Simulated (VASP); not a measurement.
# Si in VASP: further runs, part 2 of 2

VASP 6.6.1. Earlier steps stand in the parts before.

### 4 Single point, PBE+D3(BJ) (biaxial strain +0.020, then relaxed in part)

INCAR reads:

```
SYSTEM = Si
ALGO = Normal
DIPOL = 0.5 0.5 0.500
EDIFF = 1E-7
ENCUT = 520
GGA = PE
IDIPOL = 3
ISIF = 2
ISMEAR = 0
IVDW = 12
LASPH = .True.
LCHARG = .True.
LDIPOL = .True.
LELF = .True.
LREAL = .False.
LVACPOTAV = .True.
LVHAR = .True.
LWAVE = .False.
NBANDS = 11
NELM = 100
PREC = Accurate
SIGMA = 0.1
```

KPOINTS reads:

```
k-points
0
Gamma
  15 15 1
  0 0 0
```

POSCAR reads:

```
Si
1.0
    3.9241464078      0.0000000000      0.0000000000
   -1.9620732039      3.3984104773      0.0000000000
    0.0000000000      0.0000000000     28.0000000000
Si
2
Direct
    0.3333333333      0.6666666667      0.5071420060
    0.6666666667      0.3333333333      0.4928579940
```

Potentials or basis: VASP PAW PBE potentials, release 64 (Si).

Command:

```sh
$ cat potpaw_PBE.64/Si/POTCAR > POTCAR
$ mpirun -np 1 vasp_std > vasp.out
```

OUTCAR:

```text
SYSTEM = Si
   EDIFF = 1E-7
   ENCUT = 520
   GGA = PE
   ISIF = 2
   ISMEAR = 0
   IVDW = 12
   LASPH = .True.
   LREAL = .False.
   NELM = 100
   PREC = Accurate
 IVDW          = 12

 ion  position               nearest neighbor table
   1  0.333  0.667  0.507-   2 2.30   2 2.30   2 2.30
   2  0.667  0.333  0.493-   1 2.30   1 2.30   1 2.30

  LATTYP: Found a hexagonal cell.
 ALAT       =     3.9241464078
 C/A-ratio  =     7.1353097184

  Lattice vectors:

 A1 = (   3.9241464078,   0.0000000000,   0.0000000000)
 A2 = (  -1.9620732039,   3.3984104773,   0.0000000000)
 A3 = (   0.0000000000,   0.0000000000,  28.0000000000)

Analysis of symmetry for initial positions (statically):
=====================================================================
 Subroutine PRICEL returns:
 Original cell was already a primitive cell.

 Routine SETGRP: Setting up the symmetry group for a
 hexagonal supercell.

 Subroutine GETGRP returns: Found 12 space group operations
 (whereof 12 operations were pure point group operations)
 out of a pool of 24 trial point group operations.

The static configuration has the point symmetry D_3d.

Analysis of symmetry for dynamics (positions and initial velocities):
=====================================================================
 Subroutine PRICEL returns:
 Original cell was already a primitive cell.

 Routine SETGRP: Setting up the symmetry group for a
 hexagonal supercell.

 Subroutine GETGRP returns: Found 12 space group operations
 (whereof 12 operations were pure point group operations)
 out of a pool of 24 trial point group operations.

The dynamic configuration has the point symmetry D_3d.

 Subroutine INISYM returns: Found 12 space group operations
 (whereof 12 operations are pure point group operations),
 and found     1 'primitive' translations

----------------------------------------------------------------------------------------

                                     Primitive cell

  volume of cell :     373.4041

  direct lattice vectors                    reciprocal lattice vectors
     3.924146408  0.000000000  0.000000000     0.254832490  0.147127607  0.000000000
    -1.962073204  3.398410477  0.000000000     0.000000000  0.294255213  0.000000000
     0.000000000  0.000000000 28.000000000     0.000000000  0.000000000  0.035714286

  length of vectors
     3.924146408  3.924146408 28.000000000     0.294255213  0.294255213  0.035714286

  position of ions in fractional coordinates (direct lattice)
     0.333333333  0.666666667  0.507142006
     0.666666667  0.333333333  0.492857994

  ion indices of the primitive-cell ions
   primitive index   ion index
                 1           1
                 2           2

----------------------------------------------------------------------------------------

 KPOINTS: k-points

Automatic generation of k-mesh.
 Grid dimensions read from file:
 generate k-points for:   15   15    1

 Generating k-lattice:

  Cartesian coordinates                     Fractional coordinates (reciprocal lattice)
     0.016988833  0.009808507  0.000000000     0.066666667  0.000000000  0.000000000
[... 42 lines left out ...]
   number of dos      NEDOS =    301   number of ions     NIONS =      2
   total plane-waves  NPLWV = 189000
   dimension x,y,z NGX =    30 NGY =   30 NGZ =  210
   dimension x,y,z NGXF=    60 NGYF=   60 NGZF=  420
   ions per type =               2
   NGX,Y,Z   is equivalent  to a cutoff of  12.71, 12.71, 12.47 a.u.
   NGXF,Y,Z  is equivalent  to a cutoff of  25.42, 25.42, 24.94 a.u.
 SYSTEM =  Si
   PREC   = accura    normal or accurate (medium, high low for compatibility)
   ISTART =      0    job   : 0-new  1-cont  2-samecut
   ICHARG =      2    charge: 1-file 2-atom 10-const
   ISPIN  =      1    spin polarized calculation?
   LNONCOLLINEAR =      F non collinear calculations
   LSORBIT =      F    spin-orbit coupling
   LASPH  =      T    aspherical Exc in radial PAW
   ENCUT  =  520.0 eV  38.22 Ry    6.18 a.u.   7.30  7.30 52.06*2*pi/ulx,y,z
   NELM   =    100;   NELMIN=  2; NELMDL= -5     # of ELM steps
   EDIFF  = 0.1E-06   stopping-criterion for ELM
   LREAL  =      F    real-space projection
   EDIFFG = 0.1E-05   stopping-criterion for IOM
   NSW    =      0    number of steps for IOM
   IBRION =     -1    ionic relax: 0-MD 1-quasi-New 2-CG
   NFREE  =      0    steps in history (QN), initial steepest desc. (CG)
   ISIF   =      2    stress and relaxation
   ISYM   =      2    0-nonsym 1-usesym 2-fastsym
   POTIM  = 0.5000    time-step for ionic-motion
   TEBEG  =    0.0;   TEEND  =   0.0 temperature during run
   PSTRESS=    0.0 pullay stress
   NELECT =       8.0000    total number of electrons
   NUPDOWN=      -1.0000    fix difference up-down
   EMIN   =  10.00;   EMAX   =-10.00  energy-range for DOS
   EFERMI =   0.00;   METHOD = LEGACY
   ISMEAR =     0;   SIGMA  =   0.10  broadening in eV -4-tet -1-fermi 0-gaus
   EFERMI_NEDOS =   21; number of points for ismear=-14 and -15
   IALGO  =     38    algorithm
   IMIX   =      4    mixing-type and parameters
     AMIX     =   0.40;   BMIX     =  1.00
     AMIX_MAG =   1.60;   BMIX_MAG =  1.00
  volume/ion in A,a.u.               =     186.70      1259.93
  Fermi-wavevector in a.u.,A,eV,Ry     =   0.454686  0.859232  2.812863  0.206740
  Thomas-Fermi vector in A             =   1.437837
   LORBIT       =      0    0 simple, 1 ext, 2 COOP (PROOUT), +10 PAW based schemes
   GGA     = PE    functional components
   LHFCALC =     F    Hartree Fock is set to
   AEXX    =    0.0000 exact exchange contribution
   IVDW    =    12    specifies the selected vdW correction
   LEPSILON=     F    determine dielectric tensor
   LRPA    =     F    only Hartree local field effects (RPA)
 non-spin polarized calculation
 Gauss-broadening in eV      SIGMA  =   0.10
  energy-cutoff  :      520.00
  volume of cell :      373.40
 maximum number of plane-waves:     10131
 NGX is ok and might be reduce to    30
   NGX = 15   NGY = 15   NGZ =105

 number of electron       8.0000000 magnetization

 dipolmoment           0.000000      0.000000     -0.000000 electrons x Angstroem

 Free energy of the ion-electron system (eV)
  ---------------------------------------------------
  ext. energy  EPLUGINS =         0.00000000
  ---------------------------------------------------
  free energy    TOTEN  =        -9.55376661 eV

  energy without entropy =       -9.55276361  energy(sigma->0) =       -9.55326511

 E-fermi :  -3.4570     XC(G=0):  -1.5304

 val. band max:       -3.4570092724   @ k =   0.3333   0.3333   0.0000
 cond. band min:      -3.4570092704   @ k =   0.3333   0.3333   0.0000
 fundamental gap:      0.0000000020
 Fermi energy:        -3.4570092721

 k-point     1 :       0.0000    0.0000    0.0000
  band No.  band energies     occupation
      1     -14.4533      2.00000
      2      -6.5131      2.00000
      3      -4.8712      2.00000
      4      -4.8712      2.00000
      5      -2.0524      0.00000
      6      -0.7425      0.00000
      7      -0.6287      0.00000
      8      -0.6287      0.00000
      9       0.9001      0.00000
     10       1.1695      0.00000
     11       1.6017      0.00000
[... 309 lines left out ...]
 k-point    24 :       0.4000    0.2000    0.0000
  band No.  band energies     occupation
      1     -11.9596      2.00000
      2     -10.7817      2.00000
      3      -7.4441      2.00000
      4      -4.0606      2.00000
      5      -2.9437      0.00000
      6      -0.2660      0.00000
      7       1.0784      0.00000
      8       2.6905      0.00000
      9       3.0013      0.00000
     10       4.0704      0.00000
     11       4.2241      0.00000

 [... further k-points ...]

------------------------ aborting loop because EDIFF is reached ----------------------------------------

 vacuum level on the upper side and lower side of the slab       (xc-potential included)        -0.114        -0.114

 Edisp (eV)   -0.36612

 E8    (eV) :    -0.1627

  FORCE on cell =-STRESS in cart. coord.  units (eV):
  Direction    XX          YY          ZZ          XY          YZ          ZX
  --------------------------------------------------------------------------------------
  -------------------------------------------------------------------------------------
  Total      -1.44389    -1.44389    -0.00562     0.00000     0.00000    -0.00000
  in kB      -6.19536    -6.19536    -0.02409     0.00000     0.00000    -0.00000
  external pressure =       -4.14 kB  Pullay stress =        0.00 kB

 VOLUME and BASIS-vectors are now :
 -----------------------------------------------------------------------------
  energy-cutoff  :      520.00
  volume of cell :      373.40
      direct lattice vectors                 reciprocal lattice vectors
     3.924146408  0.000000000  0.000000000     0.254832490  0.147127607  0.000000000
    -1.962073204  3.398410477  0.000000000     0.000000000  0.294255213  0.000000000
     0.000000000  0.000000000 28.000000000     0.000000000  0.000000000  0.035714286

 POSITION                                       TOTAL-FORCE (eV/Angst)
 -----------------------------------------------------------------------------------
     -0.00000      2.26561     14.19998        -0.000000      0.000000     -0.004285
      1.96207      1.13280     13.80002         0.000000     -0.000000      0.004285
 -----------------------------------------------------------------------------------
    total drift:                                0.000000     -0.000000      0.000000

  FREE ENERGIE OF THE ION-ELECTRON SYSTEM (eV)
  ---------------------------------------------------
  free  energy   TOTEN  =        -9.9198845730 eV

  energy  without entropy=       -9.9188815692  energy(sigma->0) =       -9.91938307

 vacuum level on the upper side and lower side of the slab         1.162         1.162
```

stdout:

```text
POSCAR found type information on POSCAR Si
 POSCAR found :  1 types and       2 ions
 scaLAPACK will be used
 LDA part: xc-table for (Slater+PW92), standard interpolation
 POSCAR, INCAR and KPOINTS ok, starting setup
 FFT: planning ... GRIDC
 FFT: planning ... GRID_SOFT
 FFT: planning ... GRID
 WAVECAR not read
 entering main loop
```

Wall time 1.8 min (1 thread of AMD EPYC 9R45 (Zen 5), shared host); peak memory 0.45 GiB.

Results:

| Quantity | Value |
| --- | --- |
| Free energy | -9.9199 eV |
| Largest force | 0.004 eV/Å |
| Band gap on the k mesh | zero (filled and empty bands touch) |
| Dispersion energy per atom | -0.183 eV |
| Work function of the upper face | 4.62 eV |
| Work function of the lower face | 4.62 eV |

Forces in eV/Å, atoms in the order of the input:
```
Si   0.000  0.000 -0.004
Si   0.000  0.000  0.004
```

Levels at points of the mesh, in eV from the Fermi level:
```tsv
k point	band 1	band 2	band 3	band 4	band 5	band 6	band 7	band 8	band 9
(0.00, 0.00, 0.00)	-11.00	-3.06	-1.41	-1.41	1.40	2.71	2.83	2.83	4.36
```

Caveat: the cell differs from its parent crystal (biaxial strain +0.020, then relaxed in part).

### 5 Single point, PBE+D3(BJ) (biaxial strain +0.040, then relaxed in part)

INCAR reads:

```
PREC = Accurate
ENCUT = 520
EDIFF = 1E-7
ISMEAR = 0
SIGMA = 0.1
LREAL = False
LASPH = True
NELM = 100
ALGO = Normal
ISIF = 2
LWAVE = False
LCHARG = False
LDIPOL = True
IDIPOL = 3
DIPOL = 0.5 0.5 0.500
GGA = PE
IVDW = 12
NBANDS = 11
```

KPOINTS reads:

```
regular mesh
0
Gamma
  15 15 1
```

POSCAR reads:

```
Si
1.0
    4.0010904550      0.0000000000      0.0000000000
   -2.0005452275      3.4650459769      0.0000000000
    0.0000000000      0.0000000000     28.0000000000
Si
2
Direct
    0.3333333333      0.6666666667      0.5061865636
    0.6666666667      0.3333333333      0.4938134364
```

Command:

```sh
$ cat potpaw_PBE.64/Si/POTCAR > POTCAR
$ mpirun -np 1 vasp_std > vasp.out
```

Wall time 1.7 min (1 thread of AMD EPYC 9R45 (Zen 5), shared host); peak memory 0.45 GiB.

The run converged. Its results:

```yaml
Free_energy: -9.8369 eV
Largest_force: 0.004 eV/Å
Band_gap_on_the_k_mesh: zero (filled and empty bands touch)
Dispersion_energy_per_atom: -0.176 eV
```

Forces in eV/Å, atoms in the order of the input:
```
Si   0.000  0.000 -0.004
Si   0.000  0.000  0.004
```

Levels at points of the mesh, in eV from the Fermi level:
```tsv
k point	band 1	band 2	band 3	band 4	band 5	band 6	band 7	band 8
(0.00, 0.00, 0.00)	-10.85	-2.92	-1.56	-1.56	0.81	2.67	2.67	2.85
```

Caveat: the cell differs from its parent crystal (biaxial strain +0.040, then relaxed in part).

### 6 Single point, PBE+D3(BJ) (biaxial strain +0.070, then relaxed in part)

INCAR reads:

```
SYSTEM = Si
PREC     = Accurate       ! precision mode
ENCUT    = 520            ! plane-wave cutoff, eV
EDIFF    = 1E-6           ! SCF threshold, eV
ISMEAR   = 0              ! smearing method
SIGMA    = 0.1            ! smearing width, eV
LREAL    = .FALSE.        ! projectors in reciprocal space
LASPH    = .TRUE.         ! aspherical terms in the spheres
NELM     = 80             ! most SCF steps
ALGO     = Normal         ! electronic algorithm
ISIF     = 2              ! what is computed and relaxed
LWAVE    = .FALSE.        ! write WAVECAR
LCHARG   = .TRUE.         ! write CHGCAR
LDIPOL   = .TRUE.       
IDIPOL   = 3            
DIPOL    = 0.5 0.5 0.500
GGA      = PE             ! functional
IVDW     = 12             ! dispersion correction
LELF     = .TRUE.         ! ELF
LVHAR    = .TRUE.       
LVACPOTAV= .TRUE.       
NBANDS   = 11             ! bands
```

KPOINTS reads:

```
regular mesh
0
G
  15 15 1
  0 0 0
```

POSCAR reads:

```
Si
1.0
    4.1165065258      0.0000000000      0.0000000000
   -2.0582532629      3.5649992262      0.0000000000
    0.0000000000      0.0000000000     28.0000000000
Si
2
Direct
    0.3333333333      0.6666666667      0.5058186955
    0.6666666667      0.3333333333      0.4941813045
```

Potentials or basis: VASP PAW PBE potentials, release 64 (Si).

Command:

```sh
$ cat potpaw_PBE.64/Si/POTCAR > POTCAR
$ mpirun -np 1 vasp_std > vasp.out
```

Run time: 2 min. Hardware: 1 thread of AMD EPYC 9R45 (Zen 5), shared host; peak memory 0.5 GiB.

Results (log left out):

| Property | Result |
| --- | --- |
| Free energy | -9.6227 eV |
| Largest force | 0.008 eV/Å |
| Band gap on the k mesh | zero (filled and empty bands touch) |
| Dispersion energy per atom | -0.165 eV |

Forces on the atoms (eV/Å):
```
Si   0.000  0.000 -0.008
Si   0.000  0.000  0.008
```

Levels at points of the mesh, in eV from the Fermi level:
| k point | band 1 | band 2 | band 3 | band 4 | band 5 | band 6 | band 7 | band 8 | band 9 |
| --- | --- | --- | --- | --- | --- | --- | --- | --- | --- |
| (0.00, 0.00, 0.00) | -10.56 | -2.73 | -1.64 | -1.64 | 0.07 | 2.52 | 2.52 | 2.95 | 4.42 |

Caveat: the cell differs from its parent crystal (biaxial strain +0.070, then relaxed in part).

### 7 Summary

```tsv
cell	gap on the mesh (eV)	largest force (eV/Å)
a = 3.693, b = 3.693, c = 28.000 Å, angles 90.0, 90.0, 120.0°, 2 atoms, biaxial strain -0.040, then relaxed in part	none	0.02
a = 3.770, b = 3.770, c = 28.000 Å, angles 90.0, 90.0, 120.0°, 2 atoms, biaxial strain -0.020, then relaxed in part	none	0.01
a = 3.924, b = 3.924, c = 28.000 Å, angles 90.0, 90.0, 120.0°, 2 atoms, biaxial strain +0.020, then relaxed in part	none	-
a = 4.001, b = 4.001, c = 28.000 Å, angles 90.0, 90.0, 120.0°, 2 atoms, biaxial strain +0.040, then relaxed in part	none	-
a = 4.117, b = 4.117, c = 28.000 Å, angles 90.0, 90.0, 120.0°, 2 atoms, biaxial strain +0.070, then relaxed in part	none	0.01
```

Alike in all rows: task single point; level PBE+D3(BJ); potentials or basis VASP PAW PBE potentials, release 64 (Si); no spin polarisation; k mesh 15 × 15 × 1; cutoff (eV) 520; smearing gaussian 0.1 eV.

Absolute energies hang on the potentials; compare differences alone.
